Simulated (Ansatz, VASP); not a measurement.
## One calculation of Ti, two programs

```
Ti
1.0
    -1.64100    1.64100    1.64100
     1.64100   -1.64100    1.64100
     1.64100    1.64100   -1.64100
Ti
1
Direct
  0.00000 0.00000 0.00000
```

Alike in both runs: task single point; functional PBE; k mesh 14 × 14 × 14; occupations fermi-dirac, width 0.05 eV; non-collinear spin, spin-orbit coupling.

|  | VASP | Ansatz |
| --- | --- | --- |
| version | VASP 6.6.1 | Ansatz 0.2.0 |
| potentials or method | VASP PAW PBE potentials, release 64 (Ti_sv), cutoff 520 eV | all-electron LAPW |

|  | VASP | Ansatz | Ansatz less VASP |
| --- | --- | --- | --- |
| pressure (GPa) | -2.6 | -2.4 | +0.22 |

Ansatz ran all-electron here, and VASP with PAW potentials.
